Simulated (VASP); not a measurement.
# NbAs (I4_1md) in VASP: further runs, part 3 of 3

VASP 6.6.1. The steps go on from the part before.

### Step 5. Single point, PBE+U

INCAR reads:

```
PREC     = Accurate       # precision mode
ENCUT    = 500            # plane-wave cutoff, eV
EDIFF    = 1E-6           # SCF threshold, eV
ISMEAR   = 0              # smearing method
SIGMA    = 0.1            # smearing width, eV
LREAL    = False          # projectors in reciprocal space
LASPH    = True           # aspherical terms in the spheres
NELM     = 200            # most SCF steps
ALGO     = Normal         # electronic algorithm
ISIF     = 2              # what is computed and relaxed
LWAVE    = False          # write WAVECAR
LCHARG   = False          # write CHGCAR
LMAXMIX  = 4              # l up to which the mixer works
LDAU     = True           # DFT+U
LDAUTYPE = 1            
LDAUL    = 2 -1           # shell
LDAUU    = 4.3 0          # U, eV
LDAUJ    = 0.52 0       
LDAUPRINT= 1            
GGA      = PE             # functional
NBANDS   = 26             # bands
ISYM     = 0            
GGA_COMPAT= False
```

KPOINTS reads:

```
Automatic mesh
0
Gamma
  7 4 1
```

POSCAR reads:

```
NbAs
1.0
   -1.7258500000      1.7258500000      5.8400000000
    1.7258500000     -1.7258500000      5.8400000000
    1.7258500000      1.7258500000     -5.8400000000
Nb As
2 2
Direct
    0.7500000000      0.7500000000      0.0000000000
    0.5000000000      0.0000000000      0.5000000000
    0.1660000000      0.1660000000      0.0000000000
    0.9160000000      0.4160000000      0.5000000000
```

Potentials or basis: VASP PAW PBE potentials, release 64 (Nb_sv, As).

Started as:

```console
> cat potpaw_PBE.64/Nb_sv/POTCAR potpaw_PBE.64/As/POTCAR > POTCAR
> mpirun -np 1 vasp_std > vasp.out
```

OUTCAR:

```text
PREC = Accurate
   ENCUT = 500
   EDIFF = 1E-6
   ISMEAR = 0
   LREAL = False
   LASPH = True
   NELM = 200
   ISIF = 2
   GGA = PE
   ISYM = 0

 ion  position               nearest neighbor table
   1  0.750  0.750  0.000-   4 2.60   4 2.60   3 2.63   3 2.63   3 2.63   3 2.63
   2  0.500  0.000  0.500-   3 2.60   3 2.60   4 2.63   4 2.63   4 2.63   4 2.63
   3  0.166  0.166  0.000-   2 2.60   2 2.60   1 2.63   1 2.63   1 2.63   1 2.63
   4  0.916  0.416  0.500-   1 2.60   1 2.60   2 2.63   2 2.63   2 2.63   2 2.63

IMPORTANT INFORMATION: All symmetrisations will be switched off!
NOSYMM: (Re-)initialisation of all symmetry stuff for point group C_1.

----------------------------------------------------------------------------------------

                                     Primitive cell

  volume of cell :      69.5791

  direct lattice vectors                    reciprocal lattice vectors
    -1.725850000  1.725850000  5.840000000     0.000000000  0.289712316  0.085616438
     1.725850000 -1.725850000  5.840000000     0.289712316  0.000000000  0.085616438
     1.725850000  1.725850000 -5.840000000     0.289712316  0.289712316  0.000000000

  length of vectors
     6.329511549  6.329511549  6.329511549     0.302098329  0.302098329  0.409715086

  position of ions in fractional coordinates (direct lattice)
     0.750000000  0.750000000  0.000000000
     0.500000000  0.000000000  0.500000000
     0.166000000  0.166000000  0.000000000
     0.916000000  0.416000000  0.500000000

  ion indices of the primitive-cell ions
   primitive index   ion index
                 1           1
                 2           2
                 3           3
                 4           4

----------------------------------------------------------------------------------------

 KPOINTS: Automatic mesh

Automatic generation of k-mesh.
 Grid dimensions read from file:
 generate k-points for:    7    4    1

 Generating k-lattice:

  Cartesian coordinates                     Fractional coordinates (reciprocal lattice)
     0.000000000  0.041387474  0.012230920     0.142857143  0.000000000  0.000000000
     0.072428079  0.000000000  0.021404110    -0.000000000  0.250000000  0.000000000
     0.289712316  0.289712316  0.000000000     0.000000000  0.000000000  1.000000000

  Length of vectors
     0.043156904  0.075524582  0.409715086

  Shift w.r.t. Gamma in fractional coordinates (k-lattice)
[... 131 lines left out ...]
  o =  0.2112  v =  0.0000  0.0000  0.0000  0.0000  0.0000  0.4166  0.0127  0.1541  0.6251  0.6417      0.0000  0.0000  0.0000  0.0000  0.0000  0.0000  0.0000  0.0000  0.0000  0.0000
  o =  0.2112  v =  0.4166  0.0127  0.1541  0.6251  0.6417  0.0000  0.0000  0.0000  0.0000  0.0000      0.0000  0.0000  0.0000  0.0000  0.0000  0.0000  0.0000  0.0000  0.0000  0.0000
  o =  0.2123  v =  0.0000  0.0000  0.0000  0.0000  0.0000  0.8164  0.2761  0.1336 -0.0888 -0.4811      0.0000  0.0000  0.0000  0.0000  0.0000  0.0000  0.0000  0.0000  0.0000  0.0000
  o =  0.2123  v =  0.8164  0.2761  0.1336 -0.0888 -0.4811  0.0000  0.0000  0.0000  0.0000  0.0000      0.0000  0.0000  0.0000  0.0000  0.0000  0.0000  0.0000  0.0000  0.0000  0.0000
  o =  0.2339  v =  0.0370 -0.8179  0.2989  0.3090 -0.3806  0.0000  0.0000  0.0000  0.0000  0.0000      0.0000  0.0000  0.0000  0.0000  0.0000  0.0000  0.0000  0.0000  0.0000  0.0000
  o =  0.2339  v =  0.0000  0.0000  0.0000  0.0000  0.0000  0.0370 -0.8179  0.2989  0.3090 -0.3806      0.0000  0.0000  0.0000  0.0000  0.0000  0.0000  0.0000  0.0000  0.0000  0.0000
  o =  0.2510  v =  0.0000  0.0000  0.0000  0.0000  0.0000 -0.1105  0.1072  0.9059 -0.3462  0.1894      0.0000  0.0000  0.0000  0.0000  0.0000  0.0000  0.0000  0.0000  0.0000  0.0000
  o =  0.2510  v = -0.1105  0.1072  0.9059 -0.3462  0.1894  0.0000  0.0000  0.0000  0.0000  0.0000      0.0000  0.0000  0.0000  0.0000  0.0000  0.0000  0.0000  0.0000  0.0000  0.0000

atom =   2  type =  1  l = 2

 onsite density matrix

spin component  1

  0.2072  0.0000 -0.0015  0.0060  0.0080
  0.0000  0.2180 -0.0124 -0.0113  0.0037
 -0.0015 -0.0124  0.2421 -0.0049 -0.0058
  0.0060 -0.0113 -0.0049  0.2233 -0.0086
  0.0080  0.0037 -0.0058 -0.0086  0.2131

spin component  2

  0.2072  0.0000 -0.0015  0.0060  0.0080
  0.0000  0.2180 -0.0124 -0.0113  0.0037
 -0.0015 -0.0124  0.2421 -0.0049 -0.0058
  0.0060 -0.0113 -0.0049  0.2233 -0.0086
  0.0080  0.0037 -0.0058 -0.0086  0.2131

 occupancies and eigenvectors

  o =  0.1965  v = -0.6456  0.2322  0.1602  0.4485  0.5500  0.0000  0.0000  0.0000  0.0000  0.0000      0.0000  0.0000  0.0000  0.0000  0.0000  0.0000  0.0000  0.0000  0.0000  0.0000
  o =  0.1965  v =  0.0000  0.0000  0.0000  0.0000  0.0000 -0.6456  0.2322  0.1602  0.4485  0.5500      0.0000  0.0000  0.0000  0.0000  0.0000  0.0000  0.0000  0.0000  0.0000  0.0000
  o =  0.2069  v =  0.4038  0.7608  0.2975  0.3490 -0.2186  0.0000  0.0000  0.0000  0.0000  0.0000      0.0000  0.0000  0.0000  0.0000  0.0000  0.0000  0.0000  0.0000  0.0000  0.0000
  o =  0.2069  v =  0.0000  0.0000  0.0000  0.0000  0.0000  0.4038  0.7608  0.2975  0.3490 -0.2186      0.0000  0.0000  0.0000  0.0000  0.0000  0.0000  0.0000  0.0000  0.0000  0.0000
  o =  0.2169  v =  0.6346 -0.2164  0.1175  0.0924  0.7267  0.0000  0.0000  0.0000  0.0000  0.0000      0.0000  0.0000  0.0000  0.0000  0.0000  0.0000  0.0000  0.0000  0.0000  0.0000
  o =  0.2169  v =  0.0000  0.0000  0.0000  0.0000  0.0000  0.6346 -0.2164  0.1175  0.0924  0.7267      0.0000  0.0000  0.0000  0.0000  0.0000  0.0000  0.0000  0.0000  0.0000  0.0000
  o =  0.2343  v = -0.1156  0.3962  0.3010 -0.8149  0.2739  0.0000  0.0000  0.0000  0.0000  0.0000      0.0000  0.0000  0.0000  0.0000  0.0000  0.0000  0.0000  0.0000  0.0000  0.0000
  o =  0.2343  v =  0.0000  0.0000  0.0000  0.0000  0.0000 -0.1156  0.3962  0.3010 -0.8149  0.2739      0.0000  0.0000  0.0000  0.0000  0.0000  0.0000  0.0000  0.0000  0.0000  0.0000
  o =  0.2489  v =  0.0000  0.0000  0.0000  0.0000  0.0000  0.0639  0.4043 -0.8840 -0.0664  0.2160      0.0000  0.0000  0.0000  0.0000  0.0000  0.0000  0.0000  0.0000  0.0000  0.0000
  o =  0.2489  v =  0.0639  0.4043 -0.8840 -0.0664  0.2160  0.0000  0.0000  0.0000  0.0000  0.0000      0.0000  0.0000  0.0000  0.0000  0.0000  0.0000  0.0000  0.0000  0.0000  0.0000

 number of electron      35.9999999 magnetization

 Free energy of the ion-electron system (eV)
  ---------------------------------------------------
  ext. energy  EPLUGINS =         0.00000000
  ---------------------------------------------------
  free energy    TOTEN  =       -25.45409361 eV

  energy without entropy =      -25.45326875  energy(sigma->0) =      -25.45368118

 E-fermi :  10.0351     XC(G=0): -11.8676

 val. band max:        9.8926733934   @ k =  -0.0000   0.5000   0.0000
 cond. band min:      10.1891630491   @ k =  -0.0000   0.5000   0.0000
 fundamental gap:      0.2964896556
 Fermi energy:        10.0351005198

 k-point     1 :       0.0000    0.0000    0.0000
  band No.  band energies     occupation
      1     -45.9919      2.00000
      2     -45.9603      2.00000
      3     -22.1331      2.00000
      4     -22.0891      2.00000
      5     -22.0708      2.00000
      6     -21.9067      2.00000
[... 424 lines left out ...]
     25      14.8667      0.00000
     26      16.1446      0.00000

------------------------ aborting loop because EDIFF is reached ----------------------------------------

  FORCE on cell =-STRESS in cart. coord.  units (eV):
  Direction    XX          YY          ZZ          XY          YZ          ZX
  --------------------------------------------------------------------------------------
  -------------------------------------------------------------------------------------
  Total        2.7187447      2.7782091      6.0608901      0.2870820     -0.0847506     -0.1486307
  in kB       62.6037105     63.9729791    139.5622812      6.6105492     -1.9515263     -3.4224738
  external PRESSURE =      88.7129903 kB  Pullay stress =       0.0000000 kB

 VOLUME and BASIS-vectors are now :
 -----------------------------------------------------------------------------
  energy-cutoff  :      500.00
  volume of cell :       69.58
      direct lattice vectors                 reciprocal lattice vectors
    -1.725850000  1.725850000  5.840000000     0.000000000  0.289712316  0.085616438
     1.725850000 -1.725850000  5.840000000     0.289712316  0.000000000  0.085616438
     1.725850000  1.725850000 -5.840000000     0.289712316  0.289712316  0.000000000

 POSITION                                       TOTAL-FORCE (eV/Angst)
 -----------------------------------------------------------------------------------
      0.00000      0.00000      8.76000        -0.038205     -0.048591     -0.482051
      0.00000      1.72585      0.00000        -0.002951     -0.087450     -0.251417
      0.00000      0.00000      1.93888        -0.220787      0.320331      0.358656
      0.00000      1.72585      4.85888         0.261943     -0.184290      0.374812
 -----------------------------------------------------------------------------------
    total drift:                                0.000106      0.000125     -0.000012

  FREE ENERGIE OF THE ION-ELECTRON SYSTEM (eV)
  ---------------------------------------------------
  free  energy   TOTEN  =       -25.4540936132 eV

  energy  without entropy=      -25.4532687509  energy(sigma->0) =      -25.45368118
```

Run time: 68 s. Hardware: 1 thread of Intel Xeon Platinum 8259CL at 2.50GHz (Skylake/Cascade Lake), shared host; peak memory 0.31 GiB.

Results:

| Quantity | Value |
| --- | --- |
| Free energy | -25.4541 eV |
| Pressure | 8.9 GPa |
| Largest force | 0.529 eV/Å |
| Band gap on the k mesh | 0.30 eV, direct |

Forces on the atoms (eV/Å):
```
Nb  -0.038 -0.049 -0.482
Nb  -0.003 -0.087 -0.251
As  -0.221  0.320  0.359
As   0.262 -0.184  0.375
```

Eigenvalues of the final occupation matrices:
| site | spin | trace | eigenvalues |
| --- | --- | --- | --- |
| site 1 d | 1 | 1.10 | 0.19 0.21 0.21 0.23 0.25 |
| site 1 d | 2 | 1.10 | 0.19 0.21 0.21 0.23 0.25 |
| site 2 d | 1 | 1.10 | 0.20 0.21 0.22 0.23 0.25 |
| site 2 d | 2 | 1.10 | 0.20 0.21 0.22 0.23 0.25 |

Caveat: the k points lie up to 2.57 Å⁻¹ apart; the U is typed as a test and isn't derived for this compound. A k mesh can miss the band edges.

### Step 6. Single point, PBE

INCAR reads:

```
SYSTEM = NbAs
PREC = Accurate ; ENCUT = 500
EDIFF = 1E-6 ; ISMEAR = 0
SIGMA = 0.1 ; LREAL = .False.
LASPH = .True. ; NELM = 120
ALGO = Normal ; ISIF = 2
LWAVE = .False. ; LCHARG = .True.
GGA = PE ; LELF = .True.
LVHAR = .True. ; NBANDS = 26
GGA_COMPAT = .False.
```

KPOINTS reads:

```
regular mesh
0
Gamma
  6 6 6
  0 0 0
```

POSCAR is that of step 5.

Potentials or basis: VASP PAW PBE potentials, release 64 (Nb_sv, As).

Started as:

```console
> cat potpaw_PBE.64/Nb_sv/POTCAR potpaw_PBE.64/As/POTCAR > POTCAR
> mpirun -np 1 vasp_std > vasp.out
```

OUTCAR:

```text
SYSTEM = NbAs
   PREC = Accurate
   ENCUT = 500
   EDIFF = 1E-6
   ISMEAR = 0
   LREAL = .False.
   LASPH = .True.
   NELM = 120
   ISIF = 2
   GGA = PE

 ion  position               nearest neighbor table
   1  0.750  0.750  0.000-   4 2.60   4 2.60   3 2.63   3 2.63   3 2.63   3 2.63
   2  0.500  0.000  0.500-   3 2.60   3 2.60   4 2.63   4 2.63   4 2.63   4 2.63
   3  0.166  0.166  0.000-   2 2.60   2 2.60   1 2.63   1 2.63   1 2.63   1 2.63
   4  0.916  0.416  0.500-   1 2.60   1 2.60   2 2.63   2 2.63   2 2.63   2 2.63

  LATTYP: Found a body centered tetragonal cell.
 ALAT       =     3.4517000000
 C/A-ratio  =     3.3838398470

  Lattice vectors:

 A1 = (  -1.7258500000,   1.7258500000,   5.8400000000)
 A2 = (   1.7258500000,  -1.7258500000,   5.8400000000)
 A3 = (   1.7258500000,   1.7258500000,  -5.8400000000)

Analysis of symmetry for initial positions (statically):
=====================================================================
 Subroutine PRICEL returns:
 Original cell was already a primitive cell.

 Routine SETGRP: Setting up the symmetry group for a
 body centered tetragonal supercell.

 Subroutine GETGRP returns: Found  8 space group operations
 (whereof  4 operations were pure point group operations)
 out of a pool of 16 trial point group operations.

The static configuration has the point symmetry C_2v.
 The point group associated with its full space group is C_4v.

Analysis of symmetry for dynamics (positions and initial velocities):
=====================================================================
 Subroutine PRICEL returns:
 Original cell was already a primitive cell.

 Routine SETGRP: Setting up the symmetry group for a
 body centered tetragonal supercell.

 Subroutine GETGRP returns: Found  8 space group operations
 (whereof  4 operations were pure point group operations)
[... 123 lines left out ...]
   EFERMI_NEDOS =   21; number of points for ismear=-14 and -15
   IALGO  =     38    algorithm
   IMIX   =      4    mixing-type and parameters
     AMIX     =   0.40;   BMIX     =  1.00
     AMIX_MAG =   1.60;   BMIX_MAG =  1.00
  volume/ion in A,a.u.               =      17.39       117.39
  Fermi-wavevector in a.u.,A,eV,Ry     =   1.314264  2.483599 23.501213  1.727290
  Thomas-Fermi vector in A             =   2.444529
   LORBIT       =      0    0 simple, 1 ext, 2 COOP (PROOUT), +10 PAW based schemes
   GGA     = PE    functional components
   LHFCALC =     F    Hartree Fock is set to
   AEXX    =    0.0000 exact exchange contribution
   IVDW    =     0    specifies the selected vdW correction
   LEPSILON=     F    determine dielectric tensor
   LRPA    =     F    only Hartree local field effects (RPA)
 non-spin polarized calculation
 Gauss-broadening in eV      SIGMA  =   0.10
  energy-cutoff  :      500.00
  volume of cell :       69.58
 maximum number of plane-waves:      1785
 NGX is ok and might be reduce to    48
   NGX = 23   NGY = 23   NGZ = 23

 number of electron      35.9999999 magnetization

 Free energy of the ion-electron system (eV)
  ---------------------------------------------------
  ext. energy  EPLUGINS =         0.00000000
  ---------------------------------------------------
  free energy    TOTEN  =       -32.48117561 eV

  energy without entropy =      -32.47445354  energy(sigma->0) =      -32.47781458

 E-fermi :   9.6301     XC(G=0): -11.8492

 val. band max:        9.5995125936   @ k =  -0.1667   0.3333   0.1667
 cond. band min:       9.6469371417   @ k =  -0.1667   0.3333   0.1667
 fundamental gap:      0.0474245481
 Fermi energy:         9.6301480055

 k-point     1 :       0.0000    0.0000    0.0000
  band No.  band energies     occupation
      1     -45.4905      2.00000
      2     -45.4621      2.00000
      3     -21.7092      2.00000
      4     -21.6017      2.00000
      5     -21.6017      2.00000
      6     -21.4413      2.00000
[... 685 lines left out ...]
     25      13.4643      0.00000
     26      14.8372      0.00000

 [... further k-points ...]

------------------------ aborting loop because EDIFF is reached ----------------------------------------

  FORCE on cell =-STRESS in cart. coord.  units (eV):
  Direction    XX          YY          ZZ          XY          YZ          ZX
  --------------------------------------------------------------------------------------
  -------------------------------------------------------------------------------------
  Total        1.3966256      1.3966256      1.6558864      0.0000000      0.0000000      0.0000000
  in kB       32.1596756     32.1596756     38.1295948      0.0000000      0.0000000      0.0000000
  external PRESSURE =      34.1496487 kB  Pullay stress =       0.0000000 kB

 VOLUME and BASIS-vectors are now :
 -----------------------------------------------------------------------------
  energy-cutoff  :      500.00
  volume of cell :       69.58
      direct lattice vectors                 reciprocal lattice vectors
    -1.725850000  1.725850000  5.840000000     0.000000000  0.289712316  0.085616438
     1.725850000 -1.725850000  5.840000000     0.289712316  0.000000000  0.085616438
     1.725850000  1.725850000 -5.840000000     0.289712316  0.289712316  0.000000000

 POSITION                                       TOTAL-FORCE (eV/Angst)
 -----------------------------------------------------------------------------------
      0.00000      0.00000      8.76000        -0.000000     -0.000000     -0.291908
      0.00000      1.72585      0.00000        -0.000000     -0.000000     -0.291908
      0.00000      0.00000      1.93888        -0.000000      0.000000      0.291908
      0.00000      1.72585      4.85888         0.000000     -0.000000      0.291908
 -----------------------------------------------------------------------------------
    total drift:                               -0.000000     -0.000000      0.000030

  FREE ENERGIE OF THE ION-ELECTRON SYSTEM (eV)
  ---------------------------------------------------
  free  energy   TOTEN  =       -32.4811756137 eV

  energy  without entropy=      -32.4744535375  energy(sigma->0) =      -32.47781458
```

Run time: 1.9 min. Hardware: 1 thread of Intel Xeon Platinum 8259CL at 2.50GHz (Skylake/Cascade Lake), shared host; peak memory 0.34 GiB.

Results:

| Property | Result |
| --- | --- |
| Free energy | -32.4812 eV |
| Pressure | 3.4 GPa |
| Largest force | 0.292 eV/Å |
| Band gap on the k mesh | 0.05 eV, direct |

Forces in eV/Å, atoms in the order of the input:
```
Nb   0.000  0.000 -0.292
Nb   0.000  0.000 -0.292
As   0.000  0.000  0.292
As   0.000  0.000  0.292
```

Caveat: the k points lie up to 0.43 Å⁻¹ apart. A k mesh can miss the band edges.

### Step 7. Single point, PBE

INCAR reads:

```
PREC = Accurate
ENCUT = 500
EDIFF = 1E-6
ISMEAR = 0
SIGMA = 0.1
LREAL = F
LASPH = T
NELM = 120
ALGO = Normal
ISIF = 2
LWAVE = F
LCHARG = F
GGA = PE
NBANDS = 26
GGA_COMPAT = F
```

KPOINTS reads:

```
Automatic mesh
0
Gamma
  6 6 6
```

POSCAR is that of step 6.

Started as:

```console
> cat potpaw_PBE.64/Nb_sv/POTCAR potpaw_PBE.64/As/POTCAR > POTCAR
> mpirun -np 1 vasp_std > vasp.out
```

Wall time 1.7 min (1 thread of Intel Xeon Platinum 8259CL at 2.50GHz (Skylake/Cascade Lake), shared host); peak memory 0.33 GiB.

The run converged. Its results:

```yaml
Free_energy: -32.4812 eV
Pressure: 3.4 GPa
Largest_force: 0.292 eV/Å
Band_gap_on_the_k_mesh: 0.05 eV, direct
```

Forces on the atoms (eV/Å):
```
Nb   0.000  0.000 -0.292
Nb   0.000  0.000 -0.292
As   0.000  0.000  0.292
As   0.000  0.000  0.292
```

Stress tensor (GPa, compression positive):
```
3.22 0.00 0.00
0.00 3.22 0.00
0.00 0.00 3.81
```

Levels at points of the mesh, in eV from the valence-band top:
```
           k point  band 16  band 17  band 18  band 19  band 20  band 21
(0.00, 0.00, 0.00)    -1.63    -1.34    -1.34     0.76     1.34     2.45
(0.50, 0.00, 0.00)    -1.84    -1.37    -0.02     0.09     1.20     2.17
(0.50, 0.50, 0.00)    -2.76    -0.55    -0.55     2.45     2.45     2.74
(0.50, 0.50, 0.50)    -2.47    -0.47    -0.47     1.04     1.04     1.95
```

Caveat: the k points lie up to 0.43 Å⁻¹ apart. A k mesh can miss the band edges.

### Step 8. The runs side by side

| level | U | k mesh | LDAUTYPE | hund's J | gap on the mesh (eV) | pressure (GPa) | largest force (eV/Å) |
| --- | --- | --- | --- | --- | --- | --- | --- |
| PBE+U | Nb d U = 4.5 eV, J = 1.0 eV | 2 × 2 × 3 | 1 | 1 | 0.24 | 7.3 | 0.48 |
| PBE | - | 4 × 4 × 4 | - | - | - | 3.7 | 0.29 |
| PBE | - | 4 × 4 × 5 | - | - | - | 3.2 | 0.31 |
| PBE+U | Nb d U = 4.3 eV, J = 0.52 eV | 7 × 4 × 1 | 1 | 0.52 | 0.30 | 8.9 | 0.53 |
| PBE | - | 6 × 6 × 6 | - | - | 0.05 | 3.4 | 0.29 |

Alike in all rows: task single point; potentials or basis VASP PAW PBE potentials, release 64 (Nb_sv, As); no spin polarisation; cell as given; cutoff (eV) 500; smearing gaussian 0.1 eV.

Caveats: all runs use coarse meshes; the U is typed as a test and isn't derived for this compound (some runs).

Total energies depend on the potentials used, so only differences within one code and one set of settings carry meaning.
